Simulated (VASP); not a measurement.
# Au (Pm-3m) in VASP: further runs

The runs below take Au through single point, with PBEsol.

Everything below comes from runs of VASP 6.6.1. Logs are shortened: lines on timing, memory, paths and dates and some standing lists are left out, and cuts for length are marked.

## Step 1: The cell of the first run

Symmetry: Pm-3m, No. 221, cubic system. Conventional cell: a = 2.696 Å, b = 2.696 Å, c = 2.696 Å, α = 90.00°, β = 90.00°, γ = 90.00°. Within 3.6 Å of Au (site symmetry m-3m) lie 6 Au at 2.70 Å.

## Step 2: Single point, PBEsol

INCAR

```
SYSTEM = Au
PREC = Accurate ; ENCUT = 500
EDIFF = 1E-6 ; ISMEAR = -1
SIGMA = 0.1 ; LREAL = .False.
LASPH = .True. ; NELM = 120
ALGO = Normal ; ISIF = 2
LWAVE = .False. ; LCHARG = .False.
GGA = PS ; NBANDS = 12
GGA_COMPAT = .False.
```

KPOINTS

```
regular mesh
0
Gamma
  8 8 8
  0 0 0
```

POSCAR

```
Au
1.0
    2.6961447368      0.0000000000      0.0000000000
    0.0000000000      2.6961447368      0.0000000000
    0.0000000000      0.0000000000      2.6961447368
Au
1
Direct
    0.0000000000      0.0000000000      0.0000000000
```

Potentials or basis: VASP PAW PBE potentials, release 64 (Au).

The run is started by

```console
cat potpaw_PBE.64/Au/POTCAR > POTCAR
mpirun -np 1 vasp_std > vasp.out
```

OUTCAR:

```text
SYSTEM = Au
   PREC = Accurate
   ENCUT = 500
   EDIFF = 1E-6
   ISMEAR = -1
   LREAL = .False.
   LASPH = .True.
   NELM = 120
   ISIF = 2
   GGA = PS

 ion  position               nearest neighbor table
   1  0.000  0.000  0.000-

  LATTYP: Found a simple cubic cell.
 ALAT       =     2.6961447368

  Lattice vectors:

 A1 = (   2.6961447368,   0.0000000000,   0.0000000000)
 A2 = (   0.0000000000,   2.6961447368,   0.0000000000)
 A3 = (   0.0000000000,   0.0000000000,   2.6961447368)

Analysis of symmetry for initial positions (statically):
=====================================================================
 Subroutine PRICEL returns:
 Original cell was already a primitive cell.

 Routine SETGRP: Setting up the symmetry group for a
 simple cubic supercell.

 Subroutine GETGRP returns: Found 48 space group operations
 (whereof 48 operations were pure point group operations)
 out of a pool of 48 trial point group operations.

The static configuration has the point symmetry O_h .

Analysis of symmetry for dynamics (positions and initial velocities):
=====================================================================
 Subroutine PRICEL returns:
 Original cell was already a primitive cell.

 Routine SETGRP: Setting up the symmetry group for a
 simple cubic supercell.

 Subroutine GETGRP returns: Found 48 space group operations
 (whereof 48 operations were pure point group operations)
 out of a pool of 48 trial point group operations.

The dynamic configuration has the point symmetry O_h .

 Subroutine INISYM returns: Found 48 space group operations
 (whereof 48 operations are pure point group operations),
 and found     1 'primitive' translations

----------------------------------------------------------------------------------------

                                     Primitive cell

  volume of cell :      19.5988

  direct lattice vectors                    reciprocal lattice vectors
     2.696144737  0.000000000  0.000000000     0.370899969  0.000000000  0.000000000
     0.000000000  2.696144737  0.000000000     0.000000000  0.370899969  0.000000000
     0.000000000  0.000000000  2.696144737     0.000000000  0.000000000  0.370899969

  length of vectors
     2.696144737  2.696144737  2.696144737     0.370899969  0.370899969  0.370899969

  position of ions in fractional coordinates (direct lattice)
     0.000000000  0.000000000  0.000000000

  ion indices of the primitive-cell ions
   primitive index   ion index
                 1           1

----------------------------------------------------------------------------------------

 KPOINTS: regular mesh

Automatic generation of k-mesh.
 Grid dimensions read from file:
 generate k-points for:    8    8    8

 Generating k-lattice:

  Cartesian coordinates                     Fractional coordinates (reciprocal lattice)
     0.046362496  0.000000000  0.000000000     0.125000000  0.000000000  0.000000000
     0.000000000  0.046362496  0.000000000     0.000000000  0.125000000  0.000000000
     0.000000000  0.000000000  0.046362496     0.000000000  0.000000000  0.125000000

  Length of vectors
     0.046362496  0.046362496  0.046362496

  Shift w.r.t. Gamma in fractional coordinates (k-lattice)
     0.000000000  0.000000000  0.000000000

 Subroutine IBZKPT returns following result:
 ===========================================

 Found     35 irreducible k-points:

 Following reciprocal coordinates:
            Coordinates               Weight
  0.000000  0.000000  0.000000      1.000000
  0.125000  0.000000  0.000000      6.000000
  0.250000  0.000000  0.000000      6.000000
  0.375000  0.000000  0.000000      6.000000
  0.500000  0.000000  0.000000      3.000000
  0.125000  0.125000  0.000000     12.000000
[... 16 lines left out ...]
  0.375000  0.375000  0.125000     24.000000
  0.500000  0.375000  0.125000     24.000000
 [... further k-points ...]
   k-points           NKPTS =     35   k-points in BZ     NKDIM =     35   number of bands    NBANDS=     12
   number of dos      NEDOS =    301   number of ions     NIONS =      1
   total plane-waves  NPLWV =   8000
   dimension x,y,z NGX =    20 NGY =   20 NGZ =   20
   dimension x,y,z NGXF=    40 NGYF=   40 NGZF=   40
   ions per type =               1
   NGX,Y,Z   is equivalent  to a cutoff of  12.33, 12.33, 12.33 a.u.
   NGXF,Y,Z  is equivalent  to a cutoff of  24.66, 24.66, 24.66 a.u.
 SYSTEM =  Au
   PREC   = accura    normal or accurate (medium, high low for compatibility)
   ISTART =      0    job   : 0-new  1-cont  2-samecut
   ICHARG =      2    charge: 1-file 2-atom 10-const
   ISPIN  =      1    spin polarized calculation?
   LNONCOLLINEAR =      F non collinear calculations
   LSORBIT =      F    spin-orbit coupling
   LASPH  =      T    aspherical Exc in radial PAW
   ENCUT  =  500.0 eV  36.75 Ry    6.06 a.u.   4.92  4.92  4.92*2*pi/ulx,y,z
   NELM   =    120;   NELMIN=  2; NELMDL= -5     # of ELM steps
   EDIFF  = 0.1E-05   stopping-criterion for ELM
   LREAL  =      F    real-space projection
   EDIFFG = 0.1E-04   stopping-criterion for IOM
   NSW    =      0    number of steps for IOM
   IBRION =     -1    ionic relax: 0-MD 1-quasi-New 2-CG
   NFREE  =      0    steps in history (QN), initial steepest desc. (CG)
   ISIF   =      2    stress and relaxation
   ISYM   =      2    0-nonsym 1-usesym 2-fastsym
   POTIM  = 0.5000    time-step for ionic-motion
   TEBEG  =    0.0;   TEEND  =   0.0 temperature during run
   PSTRESS=    0.0 pullay stress
   NELECT =      11.0000    total number of electrons
   NUPDOWN=      -1.0000    fix difference up-down
   EMIN   =  10.00;   EMAX   =-10.00  energy-range for DOS
   EFERMI =   0.00;   METHOD = LEGACY
   ISMEAR =    -1;   SIGMA  =   0.10  broadening in eV -4-tet -1-fermi 0-gaus
   EFERMI_NEDOS =   21; number of points for ismear=-14 and -15
   IALGO  =     38    algorithm
   IMIX   =      4    mixing-type and parameters
     AMIX     =   0.40;   BMIX     =  1.00
     AMIX_MAG =   1.60;   BMIX_MAG =  1.00
  volume/ion in A,a.u.               =      19.60       132.26
  Fermi-wavevector in a.u.,A,eV,Ry     =   1.350400  2.551887 24.811325  1.823581
  Thomas-Fermi vector in A             =   2.477908
   LORBIT       =      0    0 simple, 1 ext, 2 COOP (PROOUT), +10 PAW based schemes
   GGA     = PS    functional components
   LHFCALC =     F    Hartree Fock is set to
   AEXX    =    0.0000 exact exchange contribution
   IVDW    =     0    specifies the selected vdW correction
   LEPSILON=     F    determine dielectric tensor
   LRPA    =     F    only Hartree local field effects (RPA)
 non-spin polarized calculation
  energy-cutoff  :      500.00
  volume of cell :       19.60
 maximum number of plane-waves:       512
 NGX is ok and might be reduce to    20
   NGX =  9   NGY =  9   NGZ =  9

 number of electron      11.0000000 magnetization

 Free energy of the ion-electron system (eV)
  ---------------------------------------------------
  ext. energy  EPLUGINS =         0.00000000
  ---------------------------------------------------
  free energy    TOTEN  =        -3.65977581 eV

  energy without entropy =       -3.64585714  energy(sigma->0) =       -3.65281647

 E-fermi :   6.8506     XC(G=0): -11.9427

 val. band max:        6.7986185556   @ k =   0.5000   0.5000   0.5000
 cond. band min:       6.9975731310   @ k =   0.3750   0.2500   0.2500
 fundamental gap:      0.1989545754
 Fermi energy:         6.8506429981

 k-point     1 :       0.0000    0.0000    0.0000
  band No.  band energies     occupation
      1      -1.4449      2.00000
      2       0.8443      2.00000
      3       0.8443      2.00000
      4       5.4583      2.00000
      5       5.4583      2.00000
      6       5.4583      2.00000
      7      20.9723      0.00000
      8      20.9723      0.00000
      9      20.9723      0.00000
     10      25.9990      0.00000
     11      28.5533      0.00000
     12      28.5533      0.00000

 k-point     2 :       0.1250    0.0000    0.0000
  band No.  band energies     occupation
      1      -1.0636      2.00000
      2       0.9055      2.00000
      3       1.1742      2.00000
      4       5.1914      2.00000
      5       5.1914      2.00000
      6       5.4801      2.00000
      7      18.4541      0.00000
      8      21.6183      0.00000
      9      21.6183      0.00000
     10      26.9730      0.00000
     11      27.2675      0.00000
     12      30.6015      0.00000

 k-point     3 :       0.2500    0.0000    0.0000
  band No.  band energies     occupation
      1      -0.2180      2.00000
      2       1.0572      2.00000
      3       2.3105      2.00000
      4       4.6021      2.00000
      5       4.6021      2.00000
      6       5.5331      2.00000
      7      14.7239      0.00000
      8      23.2675      0.00000
      9      23.2675      0.00000
     10      25.2312      0.00000
     11      26.9751      0.00000
     12      34.2560      0.00000

 k-point     4 :       0.3750    0.0000    0.0000
  band No.  band energies     occupation
      1       0.4975      2.00000
      2       1.2147      2.00000
      3       4.0747      2.00000
      4       4.0747      2.00000
      5       4.3522      2.00000
      6       5.5867      1.99999
      7      11.2940      0.00000
      8      23.7508      0.00000
      9      25.2521      0.00000
     10      25.2521      0.00000
     11      26.1573      0.00000
     12      33.1629      0.00000

 k-point     5 :       0.5000    0.0000    0.0000
  band No.  band energies     occupation
      1       0.7692      2.00000
      2       1.2818      2.00000
      3       3.8708      2.00000
      4       3.8708      2.00000
      5       5.6090      1.99999
      6       6.1088      1.99880
      7       9.1543      0.00000
      8      23.2212      0.00000
      9      25.5453      0.00000
     10      26.3541      0.00000
     11      26.3541      0.00000
     12      32.1630      0.00000

 k-point     6 :       0.1250    0.1250    0.0000
  band No.  band energies     occupation
      1      -0.6746      2.00000
      2       1.1124      2.00000
      3       1.3473      2.00000
      4       4.9080      2.00000
      5       5.1823      2.00000
      6       5.2524      2.00000
      7      18.7463      0.00000
      8      19.2901      0.00000
      9      22.2730      0.00000
     10      26.8579      0.00000
     11      29.7871      0.00000
     12      29.9873      0.00000

 k-point     7 :       0.2500    0.1250    0.0000
  band No.  band energies     occupation
      1       0.1552      2.00000
      2       1.3383      2.00000
      3       2.3687      2.00000
      4       4.3490      2.00000
      5       4.6324      2.00000
      6       5.2834      2.00000
      7      15.2280      0.00000
      8      20.3422      0.00000
      9      23.9526      0.00000
     10      25.5855      0.00000
     11      29.1572      0.00000
     12      32.0950      0.00000

 k-point     8 :       0.3750    0.1250    0.0000
  band No.  band energies     occupation
      1       0.8180      2.00000
      2       1.5493      2.00000
      3       3.2184      2.00000
      4       4.1126      2.00000
      5       5.0639      2.00000
      6       5.3442      2.00000
      7      11.6793      0.00000
      8      21.9366      0.00000
      9      24.3054      0.00000
     10      26.0183      0.00000
     11      26.8357      0.00000
     12      32.5003      0.00000
[... 166 lines left out ...]
 k-point    20 :       0.2500    0.2500    0.1250
  band No.  band energies     occupation
      1       1.2731      2.00000
      2       2.1894      2.00000
      3       2.8365      2.00000
      4       3.9661      2.00000
      5       4.4501      2.00000
      6       4.6488      2.00000
      7      16.7086      0.00000
      8      17.2622      0.00000
      9      22.2080      0.00000
     10      26.4670      0.00000
     11      30.3374      0.00000
     12      30.3783      0.00000

 k-point    21 :       0.3750    0.2500    0.1250
  band No.  band energies     occupation
      1       1.6896      2.00000
      2       2.1594      2.00000
      3       3.2517      2.00000
      4       3.6712      2.00000
      5       4.5245      2.00000
      6       6.2026      1.99694
      7      13.0988      0.00000
      8      18.7974      0.00000
      9      23.6071      0.00000
     10      23.7919      0.00000
     11      27.6254      0.00000
     12      31.1736      0.00000

 k-point    22 :       0.5000    0.2500    0.1250
  band No.  band energies     occupation
      1       1.9114      2.00000
      2       2.0008      2.00000
      3       3.2733      2.00000
      4       3.4591      2.00000
      5       4.5834      2.00000
      6       9.3110      0.00000
      7       9.5397      0.00000
      8      20.6282      0.00000
      9      21.4324      0.00000
     10      24.4726      0.00000
     11      26.4457      0.00000
     12      30.5029      0.00000

 k-point    23 :       0.3750    0.3750    0.1250
  band No.  band energies     occupation
      1       1.4751      2.00000
      2       2.0340      2.00000
      3       3.7558      2.00000
      4       3.7938      2.00000
      5       5.1599      2.00000
      6       7.5128      0.00266
      7      13.3878      0.00000
      8      16.2111      0.00000
      9      20.9301      0.00000
     10      24.9562      0.00000
     11      28.1685      0.00000
     12      29.5488      0.00000

 k-point    24 :       0.5000    0.3750    0.1250
  band No.  band energies     occupation
      1       1.2523      2.00000
      2       2.1315      2.00000
      3       3.5796      2.00000
      4       3.8274      2.00000
      5       5.6436      1.99999
      6      10.1841      0.00000
      7      10.7226      0.00000
      8      16.5764      0.00000
      9      19.3120      0.00000
     10      25.8231      0.00000
     11      27.3550      0.00000
     12      28.9180      0.00000

 [... further k-points ...]
[... 5 lines left out ...]
  --------------------------------------------------------------------------------------
  -------------------------------------------------------------------------------------
  Total       -0.0205297     -0.0205297     -0.0205297      0.0000000      0.0000000      0.0000000
  in kB       -1.6782776     -1.6782776     -1.6782776      0.0000000      0.0000000      0.0000000
  external PRESSURE =      -1.6782776 kB  Pullay stress =       0.0000000 kB

 VOLUME and BASIS-vectors are now :
 -----------------------------------------------------------------------------
  energy-cutoff  :      500.00
  volume of cell :       19.60
      direct lattice vectors                 reciprocal lattice vectors
     2.696144737  0.000000000  0.000000000     0.370899969  0.000000000  0.000000000
     0.000000000  2.696144737  0.000000000     0.000000000  0.370899969  0.000000000
     0.000000000  0.000000000  2.696144737     0.000000000  0.000000000  0.370899969

 POSITION                                       TOTAL-FORCE (eV/Angst)
 -----------------------------------------------------------------------------------
      0.00000      0.00000      0.00000         0.000000      0.000000      0.000000
 -----------------------------------------------------------------------------------
    total drift:                                0.000000      0.000000      0.000000

  FREE ENERGIE OF THE ION-ELECTRON SYSTEM (eV)
  ---------------------------------------------------
  free  energy   TOTEN  =        -3.6597758073 eV

  energy  without entropy=       -3.6458571398  energy(sigma->0) =       -3.65281647
```

Wall time 4.5 s (1 thread of Intel Xeon 6975P-C (Granite Rapids), shared host); peak memory 0.12 GiB.

Results:

```
Free energy : -3.6598 eV
Pressure    : -0.2 GPa
```

Caveat: the PAW data sets were made with another functional, which shifts forces and pressure a little; spin-orbit coupling is left out, which moves the levels of the heavy elements.

[end of part 1 of 2]
